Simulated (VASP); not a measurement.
# AlRu (I4/mmm) in VASP: notebook

AlRu is run at these levels: PBEsol; tasks: single point.

Program: VASP 6.6.1. These are calculated values, not measurements. Logs are shortened: lines on timing, memory, paths and dates and some standing lists are left out, and cuts for length are marked.

## Step 1: The cell of the first run

The structure is tetragonal, space group I4/mmm (No. 139). Conventional cell: a = 4.209 Å, b = 4.209 Å, c = 5.953 Å, α = 90.00°, β = 90.00°, γ = 90.00°. Within 3.2 Å of Al (site symmetry mmm) lie 8 Ru at 2.44 to 2.74 Å and 6 Al at 2.98 Å. Within 3.2 Å of Ru (site symmetry 4mm) lie 8 Al at 2.44 to 2.74 Å and 5 Ru at 2.45 to 3.02 Å.

## Step 2: Single point, PBEsol (atoms displaced along a vibrational mode)

File INCAR:

```
PREC = Accurate
ENCUT = 520
EDIFF = 1E-6
ISMEAR = 0
SIGMA = 0.15
LREAL = F
LASPH = T
NELM = 80
ALGO = Fast
ISIF = 2
LWAVE = F
LCHARG = T
GGA = PS
LELF = T
LVHAR = T
NBANDS = 25
```

File KPOINTS:

```
Automatic mesh
0
Gamma
  18 18 18
```

File POSCAR:

```
AlRu
1.0
   -2.9764078218      0.0000000000     -2.9764078218
    0.0000000000     -2.9764078218     -2.9764078218
   -2.9764078218     -2.9764078218      0.0000000000
Al Ru
2 2
Direct
    0.0000000000      0.0000000000      0.0000000000
    0.5000000000      0.5000000000      0.5000000000
    0.2059032203      0.2940967797      0.2059032203
    0.7940967797      0.7059032203      0.7940967797
```

Potentials or basis: VASP PAW PBE potentials, release 64 (Al, Ru_pv).

Launch:

```
$ cat potpaw_PBE.64/Al/POTCAR potpaw_PBE.64/Ru_pv/POTCAR > POTCAR
$ mpirun -np 1 vasp_std > vasp.out
```

OUTCAR:

```text
PREC = Accurate
   ENCUT = 520
   EDIFF = 1E-6
   ISMEAR = 0
   LREAL = F
   LASPH = T
   NELM = 80
   ISIF = 2
   GGA = PS

 ion  position               nearest neighbor table
   1  0.000  0.000  0.000-   4 2.44   3 2.44   4 2.44   3 2.44   4 2.74   3 2.74   4 2.74   3 2.74
                             2 2.98   2 2.98   2 2.98   2 2.98   2 2.98   2 2.98
   2  0.500  0.500  0.500-   3 2.44   3 2.44   4 2.44   4 2.44   4 2.74   3 2.74   4 2.74   3 2.74
                             1 2.98   1 2.98   1 2.98   1 2.98   1 2.98   1 2.98
   3  0.206  0.294  0.206-   1 2.44   2 2.44   2 2.44   1 2.44   4 2.45   1 2.74   1 2.74   2 2.74
                             2 2.74   4 3.02   4 3.02   4 3.02   4 3.02
   4  0.794  0.706  0.794-   2 2.44   2 2.44   1 2.44   1 2.44   3 2.45   2 2.74   1 2.74   2 2.74
                             1 2.74   3 3.02   3 3.02   3 3.02   3 3.02

  LATTYP: Found a face centered cubic cell.
 ALAT       =     5.9528156436

  Lattice vectors:

 A1 = (  -2.9764078218,   0.0000000000,  -2.9764078218)
 A2 = (   0.0000000000,  -2.9764078218,  -2.9764078218)
 A3 = (  -2.9764078218,  -2.9764078218,   0.0000000000)

Analysis of symmetry for initial positions (statically):
=====================================================================
 Subroutine PRICEL returns:
 Original cell was already a primitive cell.

 Routine SETGRP: Setting up the symmetry group for a
 face centered cubic supercell.

 Subroutine GETGRP returns: Found 16 space group operations
 (whereof  8 operations were pure point group operations)
 out of a pool of 48 trial point group operations.

The static configuration has the point symmetry D_2h.
 The point group associated with its full space group is D_4h.

Analysis of symmetry for dynamics (positions and initial velocities):
=====================================================================
 Subroutine PRICEL returns:
 Original cell was already a primitive cell.

 Routine SETGRP: Setting up the symmetry group for a
 face centered cubic supercell.

 Subroutine GETGRP returns: Found 16 space group operations
 (whereof  8 operations were pure point group operations)
 out of a pool of 48 trial point group operations.

The dynamic configuration has the point symmetry D_2h.
 The point group associated with its full space group is D_4h.

 Subroutine INISYM returns: Found 16 space group operations
 (whereof  8 operations are pure point group operations),
 and found     1 'primitive' translations

----------------------------------------------------------------------------------------

                                     Primitive cell

  volume of cell :      52.7360

  direct lattice vectors                    reciprocal lattice vectors
    -2.976407822  0.000000000 -2.976407822    -0.167987732  0.167987732 -0.167987732
     0.000000000 -2.976407822 -2.976407822     0.167987732 -0.167987732 -0.167987732
    -2.976407822 -2.976407822  0.000000000    -0.167987732 -0.167987732  0.167987732

  length of vectors
     4.209276309  4.209276309  4.209276309     0.290963287  0.290963287  0.290963287

  position of ions in fractional coordinates (direct lattice)
     0.000000000  0.000000000  0.000000000
     0.500000000  0.500000000  0.500000000
     0.205903220  0.294096780  0.205903220
     0.794096780  0.705903220  0.794096780

  ion indices of the primitive-cell ions
   primitive index   ion index
                 1           1
                 2           2
                 3           3
                 4           4

----------------------------------------------------------------------------------------

 KPOINTS: Automatic mesh

Automatic generation of k-mesh.
 Grid dimensions read from file:
 generate k-points for:   18   18   18

 Generating k-lattice:

  Cartesian coordinates                     Fractional coordinates (reciprocal lattice)
    -0.009332652  0.009332652 -0.009332652     0.055555556  0.000000000  0.000000000
     0.009332652 -0.009332652 -0.009332652     0.000000000  0.055555556  0.000000000
    -0.009332652 -0.009332652  0.009332652     0.000000000  0.000000000  0.055555556

  Length of vectors
     0.016164627  0.016164627  0.016164627

  Shift w.r.t. Gamma in fractional coordinates (k-lattice)
     0.000000000  0.000000000  0.000000000

 Subroutine IBZKPT returns following result:
 ===========================================

 Found    480 irreducible k-points:

 Following reciprocal coordinates:
            Coordinates               Weight
  0.000000  0.000000  0.000000      1.000000
  0.055556  0.000000  0.000000      8.000000
  0.111111  0.000000  0.000000      8.000000
  0.166667  0.000000  0.000000      8.000000
  0.222222  0.000000  0.000000      8.000000
  0.277778  0.000000  0.000000      8.000000
[... 16 lines left out ...]
  0.388889  0.055556  0.000000     16.000000
  0.055556  0.000000  0.388889      8.000000
 [... further k-points ...]
   k-points           NKPTS =    480   k-points in BZ     NKDIM =    480   number of bands    NBANDS=     25
   number of dos      NEDOS =    301   number of ions     NIONS =      4
   total plane-waves  NPLWV =  32768
   dimension x,y,z NGX =    32 NGY =   32 NGZ =   32
   dimension x,y,z NGXF=    64 NGYF=   64 NGZF=   64
   ions per type =               2   2
   NGX,Y,Z   is equivalent  to a cutoff of  12.64, 12.64, 12.64 a.u.
   NGXF,Y,Z  is equivalent  to a cutoff of  25.28, 25.28, 25.28 a.u.
 SYSTEM =  unknown system
   PREC   = accura    normal or accurate (medium, high low for compatibility)
   ISTART =      0    job   : 0-new  1-cont  2-samecut
   ICHARG =      2    charge: 1-file 2-atom 10-const
   ISPIN  =      1    spin polarized calculation?
   LNONCOLLINEAR =      F non collinear calculations
   LSORBIT =      F    spin-orbit coupling
   LASPH  =      T    aspherical Exc in radial PAW
   ENCUT  =  520.0 eV  38.22 Ry    6.18 a.u.   7.83  7.83  7.83*2*pi/ulx,y,z
   NELM   =     80;   NELMIN=  2; NELMDL= -5     # of ELM steps
   EDIFF  = 0.1E-05   stopping-criterion for ELM
   LREAL  =      F    real-space projection
[... 7 lines left out ...]
   TEBEG  =    0.0;   TEEND  =   0.0 temperature during run
   PSTRESS=    0.0 pullay stress
   NELECT =      34.0000    total number of electrons
   NUPDOWN=      -1.0000    fix difference up-down
   EMIN   =  10.00;   EMAX   =-10.00  energy-range for DOS
   EFERMI =   0.00;   METHOD = LEGACY
   ISMEAR =     0;   SIGMA  =   0.15  broadening in eV -4-tet -1-fermi 0-gaus
   EFERMI_NEDOS =   21; number of points for ismear=-14 and -15
   IALGO  =     68    algorithm
   IMIX   =      4    mixing-type and parameters
     AMIX     =   0.40;   BMIX     =  1.00
     AMIX_MAG =   1.60;   BMIX_MAG =  1.00
  volume/ion in A,a.u.               =      13.18        88.97
  Fermi-wavevector in a.u.,A,eV,Ry     =   1.414269  2.672581 27.213787  2.000157
  Thomas-Fermi vector in A             =   2.535829
   LORBIT       =      0    0 simple, 1 ext, 2 COOP (PROOUT), +10 PAW based schemes
   GGA     = PS    functional components
   LHFCALC =     F    Hartree Fock is set to
   AEXX    =    0.0000 exact exchange contribution
   IVDW    =     0    specifies the selected vdW correction
   LEPSILON=     F    determine dielectric tensor
   LRPA    =     F    only Hartree local field effects (RPA)
 non-spin polarized calculation
 RMM-DIIS sequential band-by-band and
 Gauss-broadening in eV      SIGMA  =   0.15
  energy-cutoff  :      520.00
  volume of cell :       52.74
 maximum number of plane-waves:      1435
   NGX = 15   NGY = 15   NGZ = 15

 number of electron      34.0000000 magnetization

 Free energy of the ion-electron system (eV)
  ---------------------------------------------------
  ext. energy  EPLUGINS =         0.00000000
  ---------------------------------------------------
  free energy    TOTEN  =       -29.96938675 eV

  energy without entropy =      -29.94453361  energy(sigma->0) =      -29.95696018

 E-fermi :  11.1528     XC(G=0): -12.7242

 val. band max:       11.1498953052   @ k =   0.2222   0.0556  -0.2778
 cond. band min:      11.1529506677   @ k =   0.2778   0.1111  -0.2778
 fundamental gap:      0.0030553625
 Fermi energy:        11.1527517196

 k-point     1 :       0.0000    0.0000    0.0000
  band No.  band energies     occupation
      1     -31.4313      2.00000
      2     -31.0245      2.00000
      3     -31.0245      2.00000
      4     -30.9510      2.00000
      5     -30.9510      2.00000
      6     -30.7703      2.00000
[... 17 lines left out ...]
     24      18.7945      0.00000
     25      19.1259      0.00000

 k-point     2 :       0.0556    0.0000    0.0000
  band No.  band energies     occupation
      1     -31.4312      2.00000
      2     -31.0248      2.00000
      3     -31.0246      2.00000
      4     -30.9511      2.00000
      5     -30.9510      2.00000
      6     -30.7705      2.00000
[... 17 lines left out ...]
     24      18.6970      0.00000
     25      19.1162      0.00000

 k-point     3 :       0.1111    0.0000    0.0000
  band No.  band energies     occupation
      1     -31.4311      2.00000
      2     -31.0257      2.00000
      3     -31.0251      2.00000
      4     -30.9513      2.00000
      5     -30.9507      2.00000
      6     -30.7710      2.00000
[... 17 lines left out ...]
     24      18.4954      0.00000
     25      19.3041      0.00000

 k-point     4 :       0.1667    0.0000    0.0000
  band No.  band energies     occupation
      1     -31.4310      2.00000
      2     -31.0272      2.00000
      3     -31.0258      2.00000
      4     -30.9514      2.00000
      5     -30.9503      2.00000
      6     -30.7717      2.00000
[... 17 lines left out ...]
     24      18.3803      0.00000
     25      19.5265      0.00000
[... 477 lines left out ...]
 k-point    22 :       0.0556    0.0000    0.3333
  band No.  band energies     occupation
      1     -31.4289      2.00000
      2     -31.0459      2.00000
      3     -31.0415      2.00000
      4     -30.9379      2.00000
      5     -30.9360      2.00000
      6     -30.7769      2.00000
[... 17 lines left out ...]
     24      18.2561      0.00000
     25      20.1552      0.00000

 k-point    23 :       0.3889    0.0556    0.0000
  band No.  band energies     occupation
      1     -31.4319      2.00000
      2     -31.0353      2.00000
      3     -31.0277      2.00000
      4     -30.9536      2.00000
      5     -30.9486      2.00000
      6     -30.7732      2.00000
[... 17 lines left out ...]
     24      18.5934      0.00000
     25      20.2045      0.00000

 k-point    24 :       0.0556    0.0000    0.3889
  band No.  band energies     occupation
      1     -31.4295      2.00000
      2     -31.0462      2.00000
      3     -31.0403      2.00000
      4     -30.9398      2.00000
      5     -30.9376      2.00000
      6     -30.7766      2.00000
[... 17 lines left out ...]
     24      18.3491      0.00000
     25      20.6990      0.00000

 [... further k-points ...]

------------------------ aborting loop because EDIFF is reached ----------------------------------------

  FORCE on cell =-STRESS in cart. coord.  units (eV):
  Direction    XX          YY          ZZ          XY          YZ          ZX
  --------------------------------------------------------------------------------------
  -------------------------------------------------------------------------------------
  Total        7.4128128      2.6730763      2.6730763      0.0000000     -0.0000000      0.0000000
  in kB      225.2092927     81.2109566     81.2109566      0.0000000     -0.0000000      0.0000000
  external PRESSURE =     129.2104020 kB  Pullay stress =       0.0000000 kB

 VOLUME and BASIS-vectors are now :
 -----------------------------------------------------------------------------
  energy-cutoff  :      520.00
  volume of cell :       52.74
      direct lattice vectors                 reciprocal lattice vectors
    -2.976407822  0.000000000 -2.976407822    -0.167987732  0.167987732 -0.167987732
     0.000000000 -2.976407822 -2.976407822     0.167987732 -0.167987732 -0.167987732
    -2.976407822 -2.976407822  0.000000000    -0.167987732 -0.167987732  0.167987732

 POSITION                                       TOTAL-FORCE (eV/Angst)
 -----------------------------------------------------------------------------------
      0.00000      0.00000      0.00000         0.000000      0.000000     -0.000000
     -2.97641     -2.97641     -2.97641         0.000000      0.000000      0.000000
     -1.22570     -1.48820     -1.48820        -5.149581      0.000000      0.000000
     -4.72711     -4.46461     -4.46461         5.149581      0.000000      0.000000
 -----------------------------------------------------------------------------------
    total drift:                                0.000000      0.000000     -0.000000

  FREE ENERGIE OF THE ION-ELECTRON SYSTEM (eV)
  ---------------------------------------------------
  free  energy   TOTEN  =       -29.9693867486 eV

  energy  without entropy=      -29.9445336139  energy(sigma->0) =      -29.95696018
```

Run time: 14 min. Hardware: 1 thread of Oxide Virtual Turin-like, shared host; peak memory 0.56 GiB.

What came out:

```
Free energy            : -29.9694 eV
Pressure               : 12.9 GPa
Largest force          : 5.150 eV/Å
Band gap on the k mesh : zero (bands 17 and 18 overlap by 1.64 eV)
```

Forces on the atoms (eV/Å):
```
Al   0.000  0.000  0.000
Al   0.000  0.000  0.000
Ru  -5.150  0.000  0.000
Ru   5.150  0.000  0.000
```

Stress tensor (GPa, compression positive):
```
22.52  0.00  0.00
 0.00  8.12  0.00
 0.00  0.00  8.12
```

Levels at points of the mesh, in eV from the Fermi level:
| k point | band 13 | band 14 | band 15 | band 16 | band 17 | band 18 | band 19 | band 20 | band 21 | band 22 |
| --- | --- | --- | --- | --- | --- | --- | --- | --- | --- | --- |
| (0.00, 0.00, 0.00) | -1.42 | -0.26 | -0.26 | 0.48 | 1.03 | 3.70 | 4.19 | 4.38 | 4.38 | 5.72 |
| (0.50, 0.00, 0.00) | -2.42 | -2.07 | -1.88 | -1.04 | -0.72 | -0.39 | 3.10 | 4.85 | 5.02 | 5.47 |
| (0.50, 0.50, 0.00) | -2.25 | -2.18 | -1.81 | -1.50 | -1.29 | 0.91 | 0.93 | 1.77 | 4.85 | 5.31 |
| (0.50, 0.00, 0.50) | -2.89 | -1.41 | -1.41 | -0.93 | -0.93 | -0.14 | 0.26 | 2.32 | 4.40 | 6.15 |

Caveat: the cell differs from its parent crystal (atoms displaced along a vibrational mode); the stress differs along the axes, from 8 to 23 GPa; the PAW data sets were made with another functional, which shifts forces and pressure a little.

## Step 3: Single point, PBEsol (atoms displaced along a vibrational mode)

File INCAR:

```
PREC     = Accurate       # precision mode
ENCUT    = 520            # plane-wave cutoff, eV
EDIFF    = 1E-6           # SCF threshold, eV
ISMEAR   = 0              # smearing method
SIGMA    = 0.15           # smearing width, eV
LREAL    = False          # projectors in reciprocal space
LASPH    = True           # aspherical terms in the spheres
NELM     = 60             # most SCF steps
ALGO     = Fast           # electronic algorithm
ISIF     = 2              # what is computed and relaxed
LWAVE    = False          # write WAVECAR
LCHARG   = True           # write CHGCAR
GGA      = PS             # functional
LELF     = True           # ELF
LVHAR    = True         
NBANDS   = 25             # bands
```

File KPOINTS:

```
regular mesh
0
Gamma
  18 18 18
```

POSCAR: that of step 2 with these lines changed.

```diff
@@ -10,3 +10,3 @@
     0.5000000000      0.5000000000      0.5000000000
-    0.2059032203      0.2940967797      0.2059032203
-    0.7940967797      0.7059032203      0.7940967797
+    0.2185023002      0.2814976998      0.2185023002
+    0.7814976998      0.7185023002      0.7814976998
```

Potentials or basis: VASP PAW PBE potentials, release 64 (Al, Ru_pv).

Launch:

```
$ cat potpaw_PBE.64/Al/POTCAR potpaw_PBE.64/Ru_pv/POTCAR > POTCAR
$ mpirun -np 1 vasp_std > vasp.out
```

Wall time 13 min (1 thread of Oxide Virtual Turin-like, shared host); peak memory 0.56 GiB.

The run converged. Its results:

| Property | Result |
| --- | --- |
| Free energy | -30.5625 eV |
| Pressure | 6.2 GPa |
| Largest force | 2.925 eV/Å |
| Band gap on the k mesh | zero (bands 17 and 18 overlap by 2.00 eV) |

Forces in eV/Å, atoms in the order of the input:
```
Al   0.000  0.000  0.000
Al   0.000  0.000  0.000
Ru  -2.925  0.000  0.000
Ru   2.925  0.000  0.000
```

Stress tensor (GPa, compression positive):
```
10.17  0.00  0.00
 0.00  4.22  0.00
 0.00  0.00  4.22
```

Levels at points of the mesh, in eV from the Fermi level:
| k point | band 14 | band 15 | band 16 | band 17 | band 18 | band 19 | band 20 | band 21 |
| --- | --- | --- | --- | --- | --- | --- | --- | --- |
| (0.00, 0.00, 0.00) | -0.02 | -0.02 | 0.99 | 1.37 | 3.36 | 4.19 | 4.31 | 4.31 |
| (0.50, 0.00, 0.00) | -1.88 | -1.65 | -0.99 | -0.93 | -0.58 | 3.91 | 5.16 | 5.41 |
| (0.50, 0.50, 0.00) | -1.79 | -1.56 | -1.42 | -1.30 | 0.76 | 1.24 | 2.07 | 5.14 |
| (0.50, 0.00, 0.50) | -1.28 | -1.28 | -1.02 | -1.02 | 0.19 | 0.91 | 2.36 | 4.89 |

Caveat: the cell differs from its parent crystal (atoms displaced along a vibrational mode); the stress differs along the axes, from 4 to 10 GPa; the PAW data sets were made with another functional, which shifts forces and pressure a little.
